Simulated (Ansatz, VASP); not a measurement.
**Co: VASP beside Ansatz**

```xyz
5
Lattice="2.4706 0.0000 0.0000 -1.2353 2.1396 0.0000 0.0000 0.0000 23.0882" Properties=species:S:1:pos:R:3 pbc="T T T"
Co    0.0000    0.0000    7.5000
Co    0.0000    1.4264    9.5221
Co    0.0000    0.0000   11.5441
Co    1.2353    0.7132   13.5662
Co    0.0000    0.0000   15.5882
```

Alike in both runs: task single point; functional PBEsol; k mesh 12 × 12 × 1; occupations fermi-dirac, width 0.05 eV; collinear spin.

|  | VASP | Ansatz |
| --- | --- | --- |
| version | VASP 6.6.1 | Ansatz 0.2.0 |
| potentials or method | VASP PAW PBE potentials, release 64 (Co), cutoff 520 eV | all-electron LAPW, scalar-relativistic |

VASP gave:

```
gap on the k mesh at the Fermi level (eV)                     : none
rms of the force components (eV/Å)                            : 0.280
net moment per atom (μB)                                      : 1.67
size of the moment on the site where the two differ most (μB) : 1.73
```

Problem. Estimate Ansatz's values.

Solution. gap on the k mesh at the Fermi level (eV): none; rms of the force components (eV/Å): 0.273; net moment per atom (μB): 1.69; size of the moment on the site where the two differ most (μB): 1.78.

VASP's potentials were made for PBE, not for PBEsol. Site moments also hang on the region over which each program counts them. Atom by atom the forces differ by 0.009 eV/Å (rms over components). A gap of «none» marks a metal or a gap that the smearing closes. Ansatz ran all-electron here, and VASP with PAW potentials.
